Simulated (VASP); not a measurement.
# Bi (Im-3m) in VASP: a series of runs, part 2 of 2

VASP 6.6.1. Earlier steps stand in the parts before.

### Step 4. Relaxation of cell and atoms, PBE

Contents of INCAR:

```
ALGO = Normal ; EDIFF = 1E-6
EDIFFG = -0.005 ; ENCUT = 600
GGA = PE ; IBRION = 2
ISIF = 3 ; ISMEAR = -1
LASPH = T ; LCHARG = F
LREAL = F ; LWAVE = F
NELM = 80 ; NSW = 45
PREC = Accurate ; SIGMA = 0.05
```

Contents of KPOINTS:

```
k-points
0
Gamma
  15 15 15
```

Contents of POSCAR:

```
Bi
1.0
   -1.9907489211      1.9907489211      1.9907489211
    1.9907489211     -1.9907489211      1.9907489211
    1.9907489211      1.9907489211     -1.9907489211
Bi
1
Direct
    0.0000000000      0.0000000000      0.0000000000
```

Launch:

```sh
> cat potpaw_PBE.64/Bi_d/POTCAR > POTCAR
> mpirun -np 1 vasp_std > vasp.out
```

It took 47 s on 1 thread of Intel Xeon 8259CL, shared host; peak memory 0.19 GiB.

It converged, with:

```yaml
Free_energy: -3.7564 eV
Pressure_after_relaxing: 0.0 GPa
Band_gap_on_the_k_mesh: zero (an odd number of electrons rules out a gap without spin polarisation)
```

Final structure:
```yaml
crystal:
  lattice:
    - [-1.99075, 1.99075, 1.99075]
    - [1.99075, -1.99075, 1.99075]
    - [1.99075, 1.99075, -1.99075]
  atoms:
    - { symbol: Bi, position: [0.00000, 0.00000, 0.00000] }
```

Levels at points of the mesh, in eV from the Fermi level:
```csv
k point,band 5,band 6,band 7,band 8,band 9,band 10
"(0.00, 0.00, 0.00)",-22.95,-13.47,4.98,4.98,4.98,8.91
```

Caveat: spin-orbit coupling is left out, which moves the levels of the heavy elements.

### Step 5. Relaxation of cell and atoms, PBE

This run uses another cell than the first one, of 32.00 Å³/atom.

Contents of INCAR:

```
SYSTEM = Bi
ALGO = Normal ; EDIFF = 1E-6
EDIFFG = -0.005 ; ENCUT = 600
GGA = PE ; IBRION = 2
ISIF = 3 ; ISMEAR = -1
LASPH = .True. ; LCHARG = .False.
LREAL = .False. ; LWAVE = .False.
NELM = 80 ; NSW = 60
PREC = Accurate ; SIGMA = 0.05
```

Contents of KPOINTS:

```
k-points
0
Gamma
  15 15 15
  0 0 0
```

Contents of POSCAR:

```
Bi
1.0
   -2.0000000000      2.0000000000      2.0000000000
    2.0000000000     -2.0000000000      2.0000000000
    2.0000000000      2.0000000000     -2.0000000000
Bi
1
Direct
    0.0000000000      0.0000000000      0.0000000000
```

Potentials or basis: VASP PAW PBE potentials, release 64 (Bi_d).

Launch:

```sh
> cat potpaw_PBE.64/Bi_d/POTCAR > POTCAR
> mpirun -np 1 vasp_std > vasp.out
```

OUTCAR:

```text
SYSTEM = Bi
   EDIFF = 1E-6
   EDIFFG = -0.005
   ENCUT = 600
   GGA = PE
   IBRION = 2
   ISIF = 3
   ISMEAR = -1
   LASPH = .True.
   LREAL = .False.
   NELM = 80
   NSW = 60
   PREC = Accurate

 ion  position               nearest neighbor table
   1  0.000  0.000  0.000-

  LATTYP: Found a body centered cubic cell.
 ALAT       =     4.0000000000

  Lattice vectors:

 A1 = (  -2.0000000000,   2.0000000000,   2.0000000000)
 A2 = (   2.0000000000,  -2.0000000000,   2.0000000000)
 A3 = (   2.0000000000,   2.0000000000,  -2.0000000000)

Analysis of symmetry for initial positions (statically):
=====================================================================
 Subroutine PRICEL returns:
 Original cell was already a primitive cell.

 Routine SETGRP: Setting up the symmetry group for a
 body centered cubic supercell.

 Subroutine GETGRP returns: Found 48 space group operations
 (whereof 48 operations were pure point group operations)
 out of a pool of 48 trial point group operations.

The static configuration has the point symmetry O_h .

Analysis of symmetry for dynamics (positions and initial velocities):
=====================================================================
 Subroutine PRICEL returns:
 Original cell was already a primitive cell.

 Routine SETGRP: Setting up the symmetry group for a
 body centered cubic supercell.

 Subroutine GETGRP returns: Found 48 space group operations
 (whereof 48 operations were pure point group operations)
 out of a pool of 48 trial point group operations.

The dynamic configuration has the point symmetry O_h .

 Subroutine INISYM returns: Found 48 space group operations
 (whereof 48 operations are pure point group operations),
 and found     1 'primitive' translations

----------------------------------------------------------------------------------------

                                     Primitive cell

  volume of cell :      32.0000

  direct lattice vectors                    reciprocal lattice vectors
    -2.000000000  2.000000000  2.000000000     0.000000000  0.250000000  0.250000000
     2.000000000 -2.000000000  2.000000000     0.250000000  0.000000000  0.250000000
     2.000000000  2.000000000 -2.000000000     0.250000000  0.250000000  0.000000000

  length of vectors
     3.464101615  3.464101615  3.464101615     0.353553391  0.353553391  0.353553391

  position of ions in fractional coordinates (direct lattice)
     0.000000000  0.000000000  0.000000000

  ion indices of the primitive-cell ions
   primitive index   ion index
                 1           1

----------------------------------------------------------------------------------------

 KPOINTS: k-points

Automatic generation of k-mesh.
 Grid dimensions read from file:
 generate k-points for:   15   15   15

 Generating k-lattice:

  Cartesian coordinates                     Fractional coordinates (reciprocal lattice)
     0.000000000  0.016666667  0.016666667     0.066666667  0.000000000  0.000000000
     0.016666667  0.000000000  0.016666667     0.000000000  0.066666667  0.000000000
     0.016666667  0.016666667  0.000000000     0.000000000  0.000000000  0.066666667

  Length of vectors
     0.023570226  0.023570226  0.023570226

[... 44 lines left out ...]
   PREC   = accura    normal or accurate (medium, high low for compatibility)
   ISTART =      0    job   : 0-new  1-cont  2-samecut
   ICHARG =      2    charge: 1-file 2-atom 10-const
   ISPIN  =      1    spin polarized calculation?
   LNONCOLLINEAR =      F non collinear calculations
   LSORBIT =      F    spin-orbit coupling
   LASPH  =      T    aspherical Exc in radial PAW
   ENCUT  =  600.0 eV  44.10 Ry    6.64 a.u.   6.92  6.92  6.92*2*pi/ulx,y,z
   NELM   =     80;   NELMIN=  2; NELMDL= -5     # of ELM steps
   EDIFF  = 0.1E-05   stopping-criterion for ELM
   LREAL  =      F    real-space projection
   EDIFFG = -.5E-02   stopping-criterion for IOM
   NSW    =     60    number of steps for IOM
   IBRION =      2    ionic relax: 0-MD 1-quasi-New 2-CG
   NFREE  =      1    steps in history (QN), initial steepest desc. (CG)
   ISIF   =      3    stress and relaxation
   ISYM   =      2    0-nonsym 1-usesym 2-fastsym
   POTIM  = 0.5000    time-step for ionic-motion
   TEBEG  =    0.0;   TEEND  =   0.0 temperature during run
   PSTRESS=    0.0 pullay stress
   NELECT =      15.0000    total number of electrons
   NUPDOWN=      -1.0000    fix difference up-down
   EMIN   =  10.00;   EMAX   =-10.00  energy-range for DOS
   EFERMI =   0.00;   METHOD = LEGACY
   ISMEAR =    -1;   SIGMA  =   0.05  broadening in eV -4-tet -1-fermi 0-gaus
   EFERMI_NEDOS =   21; number of points for ismear=-14 and -15
   IALGO  =     38    algorithm
   IMIX   =      4    mixing-type and parameters
     AMIX     =   0.40;   BMIX     =  1.00
     AMIX_MAG =   1.60;   BMIX_MAG =  1.00
  volume/ion in A,a.u.               =      32.00       215.95
  Fermi-wavevector in a.u.,A,eV,Ry     =   1.271711  2.403186 22.004023  1.617250
  Thomas-Fermi vector in A             =   2.404630
   LORBIT       =      0    0 simple, 1 ext, 2 COOP (PROOUT), +10 PAW based schemes
   GGA     = PE    functional components
   LHFCALC =     F    Hartree Fock is set to
   AEXX    =    0.0000 exact exchange contribution
   IVDW    =     0    specifies the selected vdW correction
   LEPSILON=     F    determine dielectric tensor
   LRPA    =     F    only Hartree local field effects (RPA)
 conjugate gradient relaxation of ions
 non-spin polarized calculation
  energy-cutoff  :      600.00
  volume of cell :       32.00
 maximum number of plane-waves:      1090
   NGX = 13   NGY = 13   NGZ = 13

--------------------------------------- Ionic step        1  -------------------------------------------

 number of electron      15.0000002 magnetization

 Free energy of the ion-electron system (eV)
  ---------------------------------------------------
  ext. energy  EPLUGINS =         0.00000000
  ---------------------------------------------------
  free energy    TOTEN  =        -3.75552075 eV

  energy without entropy =       -3.74924288  energy(sigma->0) =       -3.75238182

------------------------ aborting loop because EDIFF is reached ----------------------------------------

  FORCE on cell =-STRESS in cart. coord.  units (eV):
  Direction    XX          YY          ZZ          XY          YZ          ZX
  --------------------------------------------------------------------------------------
  -------------------------------------------------------------------------------------
  Total       -0.1343575     -0.1343575     -0.1343575     -0.0000000     -0.0000000      0.0000000
  in kB       -6.7270151     -6.7270151     -6.7270151     -0.0000000     -0.0000000      0.0000000
  external PRESSURE =      -6.7270151 kB  Pullay stress =       0.0000000 kB
[... 92 lines left out ...]
--------------------------------------- Ionic step        4  -------------------------------------------

 number of electron      14.9999998 magnetization

 Free energy of the ion-electron system (eV)
  ---------------------------------------------------
  ext. energy  EPLUGINS =         0.00000000
  ---------------------------------------------------
  free energy    TOTEN  =        -3.75649395 eV

  energy without entropy =       -3.75041330  energy(sigma->0) =       -3.75345363

 E-fermi :   7.7935     XC(G=0): -10.2298

 val. band max:        7.7931825619   @ k =  -0.4667   0.4667   0.2000
 cond. band min:       7.8422295032   @ k =  -0.2000   0.2000   0.2000
 fundamental gap:      0.0490469413
 Fermi energy:         7.7935451828

 k-point     1 :       0.0000    0.0000    0.0000
  band No.  band energies     occupation
      1     -15.2802      2.00000
      2     -15.2802      2.00000
      3     -15.2802      2.00000
      4     -15.1570      2.00000
      5     -15.1570      2.00000
      6      -5.6789      2.00000
      7      12.7731      0.00000
      8      12.7731      0.00000
      9      12.7731      0.00000
     10      16.7070      0.00000
     11      18.2235      0.00000
[... 309 lines left out ...]
 k-point    24 :       0.4000    0.2000    0.0000
  band No.  band energies     occupation
      1     -15.2934      2.00000
      2     -15.2296      2.00000
      3     -15.1765      2.00000
      4     -15.1625      2.00000
      5     -15.1061      2.00000
      6      -2.4324      2.00000
      7       3.4057      2.00000
      8       6.5492      2.00000
      9      10.2345      0.00000
     10      15.4377      0.00000
     11      18.3902      0.00000

 [... further k-points ...]

------------------------ aborting loop because EDIFF is reached ----------------------------------------

  FORCE on cell =-STRESS in cart. coord.  units (eV):
  Direction    XX          YY          ZZ          XY          YZ          ZX
  --------------------------------------------------------------------------------------
  -------------------------------------------------------------------------------------
  Total       -0.0030397     -0.0030397     -0.0030397     -0.0000000      0.0000000      0.0000000
  in kB       -0.1544190     -0.1544190     -0.1544190     -0.0000000      0.0000000      0.0000000
  external PRESSURE =      -0.1544190 kB  Pullay stress =       0.0000000 kB
[... 16 lines left out ...]
  FREE ENERGIE OF THE ION-ELECTRON SYSTEM (eV)
  ---------------------------------------------------
  free  energy   TOTEN  =        -3.7564939523 eV

  energy  without entropy=       -3.7504133006  energy(sigma->0) =       -3.75345363

 reached required accuracy - stopping structural energy minimisation
```

OSZICAR:

```text
N       E                     dE             d eps       ncg     rms          rms(c)
DAV:   1     0.108629140075E+03    0.10863E+03   -0.87705E+03  2643   0.172E+03
DAV:   2     0.198347695324E+01   -0.10665E+03   -0.10416E+03  2718   0.375E+02
[... 25 lines left out ...]
   3 F= -.37564956E+01 E0= -.37534514E+01  d E =-.974868E-03
       N       E                     dE             d eps       ncg     rms          rms(c)
DAV:   1    -0.375654041496E+01   -0.45186E-04   -0.12089E-03  3105   0.713E-01    0.355E-02
DAV:   2    -0.375650037402E+01    0.40041E-04   -0.65350E-05  3039   0.168E-01    0.142E-02
DAV:   3    -0.375649357415E+01    0.67999E-05   -0.28978E-05  3875   0.103E-01    0.149E-03
DAV:   4    -0.375649395226E+01   -0.37811E-06   -0.30005E-07  1389   0.722E-03
   4 F= -.37564940E+01 E0= -.37534536E+01  d E =-.973201E-03
```

Wall time 2.2 min (1 thread of Intel Xeon 8259CL, shared host); peak memory 0.2 GiB.

Results:

| Property | Result |
| --- | --- |
| Free energy | -3.7565 eV |
| Relaxed volume | 31.54 Å³/atom |
| Relaxed cell | a = 3.447 Å, b = 3.447 Å, c = 3.447 Å, α = 109.47°, β = 109.47°, γ = 109.47° |
| Space group after relaxing (to 0.1 Å) | Im-3m (No. 229) |
| Energy gained by relaxing | 1.0 meV/atom |
| Ionic steps | 4 |
| Pressure after relaxing | 0.0 GPa |
| Band gap on the k mesh | zero (an odd number of electrons rules out a gap without spin polarisation) |

Step by step:
| step | energy change (eV) | largest force (eV/Å) | pressure (GPa) | volume (Å³) |
| --- | --- | --- | --- | --- |
| 1 | 0.0000 | 0.0000 | -0.67 | 32.00 |
| 2 | -0.0008 | 0.0000 | 0.33 | 31.38 |
| 3 | -0.0010 | 0.0000 | -0.03 | 31.55 |
| 4 | -0.0010 | 0.0000 | -0.02 | 31.54 |

Final structure:
```cif
data_structure
_symmetry_space_group_name_H-M 'P 1'
_symmetry_Int_Tables_number 1
_cell_length_a 3.4474
_cell_length_b 3.4474
_cell_length_c 3.4474
_cell_angle_alpha 109.471
_cell_angle_beta 109.471
_cell_angle_gamma 109.471
_cell_volume 31.54
loop_
_atom_site_label
_atom_site_type_symbol
_atom_site_fract_x
_atom_site_fract_y
_atom_site_fract_z
_atom_site_occupancy
Bi1 Bi 0.00000 0.00000 0.00000 1
```

Levels at points of the mesh, in eV from the Fermi level:
```
           k point  band 4  band 5  band 6  band 7  band 8  band 9  band 10  band 11
(0.00, 0.00, 0.00)  -22.95  -22.95  -13.47    4.98    4.98    4.98     8.91    10.43
```

Caveat: spin-orbit coupling is left out, which moves the levels of the heavy elements.

### Step 6. Summary

| task | cell | cutoff (eV) | gap on the mesh (eV) | pressure (GPa) | relaxed volume (Å³/atom) |
| --- | --- | --- | --- | --- | --- |
| single point | a = 3.448 Å, angles 109.5°, 1 atom | 520 | none | 0.0 | - |
| relaxation of cell and atoms | relaxed from a = 3.448 Å, angles 109.5°, 1 atom | 600 | none | 0.0 | 31.56 |
| relaxation of cell and atoms | relaxed from a = 3.464 Å, angles 109.5°, 1 atom | 600 | none | 0.0 | 31.54 |

Alike in all rows: level PBE; potentials or basis VASP PAW PBE potentials, release 64 (Bi_d); no spin polarisation; k mesh 15 × 15 × 15; smearing fermi-dirac 0.05 eV.

Caveats: spin-orbit coupling is left out, which moves the levels of the heavy elements.

Absolute energies hang on the potentials; compare differences alone.

The gap in the log of VASP goes by the Fermi energy; the results here count the filled bands.